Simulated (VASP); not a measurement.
Wanted: the native input for a VASP 6.6.1 run.

| Property | Result |
| --- | --- |
| Task | single point |
| Functional | r2SCAN |
| Potentials or basis | VASP PAW PBE potentials, release 64 (B, P) |
| Cutoff | 520 eV |
| k mesh | 10 × 10 × 10 |
| Occupations | gaussian, width 0.05 eV |
| Spin | no spin polarisation |
| Dipole correction | no |
| Further INCAR settings | ALGO = Normal; EDIFF = 1e-07; NBANDS = 11 |

The system is BP.

```
B P
1.0
     0.00000    2.52426    2.26900
     2.52426    0.00000    2.26900
     2.52426    2.52426    0.00000
B P
1 1
Direct
  0.00000 0.00000 0.00000
  0.75000 0.75000 0.75000
```

This cell differs from its parent crystal: strain +0.1125 x Voigt [1, 1, 0, 0, 0, 0].

These files were run (other wordings do the same):

POSCAR

```
BP
1.0
    0.0000000000      2.5242625000      2.2690000000
    2.5242625000      0.0000000000      2.2690000000
    2.5242625000      2.5242625000      0.0000000000
B P
1 1
Direct
    0.0000000000      0.0000000000      0.0000000000
    0.7500000000      0.7500000000      0.7500000000
```

INCAR.step1

```
SYSTEM = BP
ALGO = Normal
EDIFF = 1E-4
ENCUT = 520
GGA = PE
ISMEAR = 0
LASPH = .True.
LCHARG = .False.
LREAL = .False.
LWAVE = .True.
NBANDS = 11
NELM = 80
PREC = Accurate
SIGMA = 0.05
```

INCAR.step2

```
SYSTEM = BP
ALGO = Normal
EDIFF = 1E-7
ENCUT = 520
ISIF = 2
ISMEAR = 0
ISTART = 1
LASPH = .True.
LCHARG = .False.
LMIXTAU = .True.
LREAL = .False.
LWAVE = .False.
METAGGA = R2SCAN
NBANDS = 11
NELM = 80
PREC = Accurate
SIGMA = 0.05
```

KPOINTS

```
k-points
0
Gamma
  10 10 10
  0 0 0
```

Potentials or basis: VASP PAW PBE potentials, release 64 (B, P).

Command:

```console
$ cat potpaw_PBE.64/B/POTCAR potpaw_PBE.64/P/POTCAR > POTCAR
$ cp INCAR.step1 INCAR
$ mpirun -np 1 vasp_std > vasp.out
$ cp INCAR.step2 INCAR
$ mpirun -np 1 vasp_std > vasp.out
```

Results of the run:

```yaml
Pressure: -24.2 GPa
Band_gap_on_the_k_mesh: 0.27 eV, indirect (least direct gap 2.43 eV)
```

Caveat: the cell differs from its parent crystal (strain +0.1125 x Voigt [1, 1, 0, 0, 0, 0]); the PAW data sets were made with another functional, which shifts forces and pressure a little.

Wall time 72 s on 1 thread of Intel(R) Xeon(R) 6975P-C (Granite Rapids), on a shared host, peak memory 0.17 GiB.
